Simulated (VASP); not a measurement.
# Si2Br3 (P4/mmm) in VASP: further runs

Runs on Si2Br3. Level: PBE. Tasks: single point, relaxation of cell and atoms.

All numbers are computed with VASP 6.6.1; they aren't measurements. Logs are shortened: lines on timing, memory, paths and dates and some standing lists are left out, and cuts for length are marked.

**1. The cell of the first run**

The structure is tetragonal, space group P4/mmm (No. 123). The conventional cell has a = 5.793 Å, b = 5.793 Å, c = 5.014 Å, α = 90.00°, β = 90.00°, γ = 90.00°. Si (site symmetry 4/mmm) has 2 Br at 2.51 Å within 3.3 Å. Si (site symmetry 4/mmm) has 16 Br at 3.83 to 4.80 Å and 6 Si at 4.10 to 5.01 Å within 5.1 Å. Br (site symmetry 4/mmm) has 2 Si at 2.51 Å and 4 Br at 2.90 Å within 3.3 Å. Br (site symmetry mmm) has 2 Br at 2.90 Å and 8 Si at 3.83 Å within 3.9 Å.

The cell was generated, and may not be a known phase.

**2. Single point, PBE**

Input file INCAR:

```
ALGO = Normal
EDIFF = 1E-6
ENCUT = 520
GGA = PE
ISIF = 2
ISMEAR = 0
LASPH = T
LCHARG = F
LREAL = F
LWAVE = F
NBANDS = 22
NELM = 80
PREC = Accurate
SIGMA = 0.1
```

Input file KPOINTS:

```
k-points
0
Gamma
  4 4 4
```

Input file POSCAR:

```
Si2Br3
1.0
    5.7931155708      0.0000000000      0.0000000000
    0.0000000000      5.7931155708      0.0000000000
    0.0000000000      0.0000000000      5.0141615265
Si Br
2 3
Direct
    0.0000000000      0.0000000000      0.5000000000
    0.5000000000      0.5000000000      0.5000000000
    0.0000000000      0.0000000000      0.0000000000
    0.0000000000      0.5000000000      0.0000000000
    0.5000000000      0.0000000000      0.0000000000
```

Potentials or basis: VASP PAW PBE potentials, release 64 (Si, Br).

Started as:

```sh
cat potpaw_PBE.64/Si/POTCAR potpaw_PBE.64/Br/POTCAR > POTCAR
mpirun -np 1 vasp_std > vasp.out
```

OUTCAR:

```text
EDIFF = 1E-6
   ENCUT = 520
   GGA = PE
   ISIF = 2
   ISMEAR = 0
   LASPH = T
   LREAL = F
   NELM = 80
   PREC = Accurate

 ion  position               nearest neighbor table
   1  0.000  0.000  0.500-   3 2.51   3 2.51
   2  0.500  0.500  0.500-
   3  0.000  0.000  0.000-   1 2.51   1 2.51
   4  0.000  0.500  0.000-
   5  0.500  0.000  0.000-

  LATTYP: Found a simple tetragonal cell.
 ALAT       =     5.7931155708
 C/A-ratio  =     0.8655379761

  Lattice vectors:

 A1 = (   5.7931155708,   0.0000000000,   0.0000000000)
 A2 = (   0.0000000000,   5.7931155708,   0.0000000000)
 A3 = (   0.0000000000,   0.0000000000,   5.0141615265)

Analysis of symmetry for initial positions (statically):
=====================================================================
 Subroutine PRICEL returns:
 Original cell was already a primitive cell.

 Routine SETGRP: Setting up the symmetry group for a
 simple tetragonal supercell.

 Subroutine GETGRP returns: Found 16 space group operations
 (whereof 16 operations were pure point group operations)
 out of a pool of 16 trial point group operations.

The static configuration has the point symmetry D_4h.

Analysis of symmetry for dynamics (positions and initial velocities):
=====================================================================
 Subroutine PRICEL returns:
 Original cell was already a primitive cell.

 Routine SETGRP: Setting up the symmetry group for a
 simple tetragonal supercell.

 Subroutine GETGRP returns: Found 16 space group operations
 (whereof 16 operations were pure point group operations)
 out of a pool of 16 trial point group operations.

The dynamic configuration has the point symmetry D_4h.

 Subroutine INISYM returns: Found 16 space group operations
 (whereof 16 operations are pure point group operations),
 and found     1 'primitive' translations

----------------------------------------------------------------------------------------

                                     Primitive cell

  volume of cell :     168.2762

  direct lattice vectors                    reciprocal lattice vectors
     5.793115571  0.000000000  0.000000000     0.172618686  0.000000000  0.000000000
     0.000000000  5.793115571  0.000000000     0.000000000  0.172618686  0.000000000
     0.000000000  0.000000000  5.014161526     0.000000000  0.000000000  0.199435139

  length of vectors
     5.793115571  5.793115571  5.014161526     0.172618686  0.172618686  0.199435139

  position of ions in fractional coordinates (direct lattice)
     0.000000000  0.000000000  0.500000000
     0.500000000  0.500000000  0.500000000
     0.000000000  0.000000000  0.000000000
     0.000000000  0.500000000  0.000000000
     0.500000000  0.000000000  0.000000000

  ion indices of the primitive-cell ions
   primitive index   ion index
                 1           1
                 2           2
                 3           3
                 4           4
                 5           5

----------------------------------------------------------------------------------------

 KPOINTS: k-points

Automatic generation of k-mesh.
 Grid dimensions read from file:
 generate k-points for:    4    4    4

 Generating k-lattice:

  Cartesian coordinates                     Fractional coordinates (reciprocal lattice)
     0.043154672  0.000000000  0.000000000     0.250000000  0.000000000  0.000000000
     0.000000000  0.043154672  0.000000000     0.000000000  0.250000000  0.000000000
     0.000000000  0.000000000  0.049858785     0.000000000  0.000000000  0.250000000

  Length of vectors
     0.043154672  0.043154672  0.049858785

  Shift w.r.t. Gamma in fractional coordinates (k-lattice)
     0.000000000  0.000000000  0.000000000

 Subroutine IBZKPT returns following result:
 ===========================================

 Found     18 irreducible k-points:

 Following reciprocal coordinates:
            Coordinates               Weight
  0.000000  0.000000  0.000000      1.000000
  0.250000  0.000000  0.000000      4.000000
  0.500000  0.000000  0.000000      2.000000
  0.250000  0.250000  0.000000      4.000000
  0.500000  0.250000  0.000000      4.000000
  0.500000  0.500000  0.000000      1.000000
[... 10 lines left out ...]
  0.500000  0.250000  0.500000      4.000000
  0.500000  0.500000  0.500000      1.000000
   k-points           NKPTS =     18   k-points in BZ     NKDIM =     18   number of bands    NBANDS=     22
   number of dos      NEDOS =    301   number of ions     NIONS =      5
   total plane-waves  NPLWV =  92160
   dimension x,y,z NGX =    48 NGY =   48 NGZ =   40
   dimension x,y,z NGXF=    96 NGYF=   96 NGZF=   80
   ions per type =               2   3
   NGX,Y,Z   is equivalent  to a cutoff of  13.77, 13.77, 13.26 a.u.
   NGXF,Y,Z  is equivalent  to a cutoff of  27.55, 27.55, 26.52 a.u.
 SYSTEM =  unknown system
   PREC   = accura    normal or accurate (medium, high low for compatibility)
   ISTART =      0    job   : 0-new  1-cont  2-samecut
   ICHARG =      2    charge: 1-file 2-atom 10-const
   ISPIN  =      1    spin polarized calculation?
   LNONCOLLINEAR =      F non collinear calculations
   LSORBIT =      F    spin-orbit coupling
   LASPH  =      T    aspherical Exc in radial PAW
   ENCUT  =  520.0 eV  38.22 Ry    6.18 a.u.  10.77 10.77  9.32*2*pi/ulx,y,z
   NELM   =     80;   NELMIN=  2; NELMDL= -5     # of ELM steps
   EDIFF  = 0.1E-05   stopping-criterion for ELM
   LREAL  =      F    real-space projection
   EDIFFG = 0.1E-04   stopping-criterion for IOM
   NSW    =      0    number of steps for IOM
   IBRION =     -1    ionic relax: 0-MD 1-quasi-New 2-CG
   NFREE  =      0    steps in history (QN), initial steepest desc. (CG)
   ISIF   =      2    stress and relaxation
   ISYM   =      2    0-nonsym 1-usesym 2-fastsym
   POTIM  = 0.5000    time-step for ionic-motion
   TEBEG  =    0.0;   TEEND  =   0.0 temperature during run
   PSTRESS=    0.0 pullay stress
   NELECT =      29.0000    total number of electrons
   NUPDOWN=      -1.0000    fix difference up-down
   EMIN   =  10.00;   EMAX   =-10.00  energy-range for DOS
   EFERMI =   0.00;   METHOD = LEGACY
   ISMEAR =     0;   SIGMA  =   0.10  broadening in eV -4-tet -1-fermi 0-gaus
   EFERMI_NEDOS =   21; number of points for ismear=-14 and -15
   IALGO  =     38    algorithm
   IMIX   =      4    mixing-type and parameters
     AMIX     =   0.40;   BMIX     =  1.00
     AMIX_MAG =   1.60;   BMIX_MAG =  1.00
  volume/ion in A,a.u.               =      33.66       227.12
  Fermi-wavevector in a.u.,A,eV,Ry     =   0.911031  1.721599 11.292535  0.829978
  Thomas-Fermi vector in A             =   2.035263
   LORBIT       =      0    0 simple, 1 ext, 2 COOP (PROOUT), +10 PAW based schemes
   GGA     = PE    functional components
   LHFCALC =     F    Hartree Fock is set to
   AEXX    =    0.0000 exact exchange contribution
   IVDW    =     0    specifies the selected vdW correction
   LEPSILON=     F    determine dielectric tensor
   LRPA    =     F    only Hartree local field effects (RPA)
 non-spin polarized calculation
 Gauss-broadening in eV      SIGMA  =   0.10
  energy-cutoff  :      520.00
  volume of cell :      168.28
 maximum number of plane-waves:      4560
 NGX is ok and might be reduce to    48
   NGX = 21   NGY = 21   NGZ = 19

 number of electron      29.0000001 magnetization

 Free energy of the ion-electron system (eV)
  ---------------------------------------------------
  ext. energy  EPLUGINS =         0.00000000
  ---------------------------------------------------
  free energy    TOTEN  =        -9.99314901 eV

  energy without entropy =       -9.96184544  energy(sigma->0) =       -9.97749723

 E-fermi :   1.5512     XC(G=0):  -7.9211

 val. band max:        1.5436717977   @ k =   0.5000   0.2500   0.2500
 cond. band min:       1.5875897670   @ k =   0.5000   0.0000   0.5000
 fundamental gap:      0.0439179693
 Fermi energy:         1.5512354109

 k-point     1 :       0.0000    0.0000    0.0000
  band No.  band energies     occupation
      1     -14.9979      2.00000
      2     -12.6977      2.00000
      3     -12.4020      2.00000
      4      -5.4871      2.00000
      5      -4.7529      2.00000
      6      -4.3855      2.00000
[... 14 lines left out ...]
     21       6.3417      0.00000
     22       6.6641      0.00000

 k-point     2 :       0.2500    0.0000    0.0000
  band No.  band energies     occupation
      1     -14.9361      2.00000
      2     -12.7603      2.00000
      3     -12.4895      2.00000
      4      -5.4606      2.00000
      5      -4.7247      2.00000
      6      -4.4902      2.00000
[... 14 lines left out ...]
     21       6.9865      0.00000
     22       7.1789      0.00000

 k-point     3 :       0.5000    0.0000    0.0000
  band No.  band energies     occupation
      1     -14.8675      2.00000
      2     -12.8657      2.00000
      3     -12.5360      2.00000
      4      -5.4283      2.00000
      5      -4.6955      2.00000
      6      -4.5850      2.00000
[... 14 lines left out ...]
     21       7.9298      0.00000
     22       8.2611      0.00000
[... 326 lines left out ...]
 k-point    17 :       0.5000    0.2500    0.5000
  band No.  band energies     occupation
      1     -14.7077      2.00000
      2     -12.8438      2.00000
      3     -12.6761      2.00000
      4      -7.0980      2.00000
      5      -5.3383      2.00000
      6      -3.2138      2.00000
[... 14 lines left out ...]
     21       8.0477      0.00000
     22       8.3241      0.00000

 k-point    18 :       0.5000    0.5000    0.5000
  band No.  band energies     occupation
      1     -14.6263      2.00000
      2     -12.8418      2.00000
      3     -12.8418      2.00000
      4      -7.0744      2.00000
      5      -5.2904      2.00000
      6      -1.8706      2.00000
[... 14 lines left out ...]
     21       7.7587      0.00000
     22       7.7587      0.00000

------------------------ aborting loop because EDIFF is reached ----------------------------------------

  FORCE on cell =-STRESS in cart. coord.  units (eV):
  Direction    XX          YY          ZZ          XY          YZ          ZX
  --------------------------------------------------------------------------------------
  -------------------------------------------------------------------------------------
  Total        0.0608378      0.0608378     -0.2763425      0.0000000      0.0000000      0.0000000
  in kB        0.5792442      0.5792442     -2.6310887      0.0000000      0.0000000      0.0000000
  external PRESSURE =      -0.4908667 kB  Pullay stress =       0.0000000 kB

 VOLUME and BASIS-vectors are now :
 -----------------------------------------------------------------------------
  energy-cutoff  :      520.00
  volume of cell :      168.28
      direct lattice vectors                 reciprocal lattice vectors
     5.793115571  0.000000000  0.000000000     0.172618686  0.000000000  0.000000000
     0.000000000  5.793115571  0.000000000     0.000000000  0.172618686  0.000000000
     0.000000000  0.000000000  5.014161526     0.000000000  0.000000000  0.199435139

 POSITION                                       TOTAL-FORCE (eV/Angst)
 -----------------------------------------------------------------------------------
      0.00000      0.00000      2.50708         0.000000      0.000000      0.000000
      2.89656      2.89656      2.50708         0.000000      0.000000      0.000000
      0.00000      0.00000      0.00000         0.000000      0.000000      0.000000
      0.00000      2.89656      0.00000         0.000000      0.000000      0.000000
      2.89656      0.00000      0.00000         0.000000      0.000000      0.000000
 -----------------------------------------------------------------------------------
    total drift:                                0.000000      0.000000      0.000000

  FREE ENERGIE OF THE ION-ELECTRON SYSTEM (eV)
  ---------------------------------------------------
  free  energy   TOTEN  =        -9.9931490075 eV

  energy  without entropy=       -9.9618454426  energy(sigma->0) =       -9.97749723
```

Wall time 2.3 min (1 thread of Intel Xeon 8259CL, shared host); peak memory 0.29 GiB.

Results:

```
Free energy            : -9.9931 eV
Pressure               : 0.0 GPa
Band gap on the k mesh : zero (an odd number of electrons rules out a gap without spin polarisation)
```

Stress tensor (GPa, compression positive):
```
 0.06  0.00  0.00
 0.00  0.06  0.00
 0.00  0.00 -0.26
```

Caveat: an odd number of electrons without spin polarisation forces a metal; a magnetic or distorted state may lie lower.

(Continued in part 2 of 2.)

The gap in the log of VASP goes by the Fermi energy; the results here count the filled bands.